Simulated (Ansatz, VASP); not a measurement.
**CaMoI: VASP beside Ansatz**

```
Ca Mo I
1.0
     4.22818    0.00000    0.00000
     0.00000    4.22818    0.00000
     0.00000    0.00000    9.28621
Ca Mo I
2 2 2
Direct
  0.00000 0.50000 0.16000
  0.50000 0.00000 0.84000
  0.00000 0.00000 0.00000
  0.50000 0.50000 0.00000
  0.00000 0.50000 0.67500
  0.50000 0.00000 0.32500
```

Alike in both runs: task single point; functional PBE; k mesh 8 × 8 × 4; no spin polarisation.

```csv
,VASP,Ansatz
version,VASP 6.6.1,Ansatz 0.2.0
potentials or method,"VASP PAW PBE potentials, release 64 (Ca_sv, Mo_sv, I), cutoff 520 eV",PAW plane waves
occupations,"fermi-dirac, width 0.1 eV",fermi-dirac
valence electrons in the cell,62,82
```

|  | VASP | Ansatz | Ansatz less VASP |
| --- | --- | --- | --- |
| pressure (GPa) | 7.6 | 7.3 | -0.29 |
| traceless stress, the component that is largest in VASP (GPa) | 6.55 | 6.58 | +0.026 |
| rms of the force components (eV/Å) | 1.876 | 1.849 | -0.0273 |

Atom by atom the forces differ by 0.028 eV/Å (rms over components). VASP's potentials hold 62 valence electrons a cell and Ansatz's 82, so a difference there can come from the potentials and not from the codes.

Neither program's run includes spin-orbit coupling.
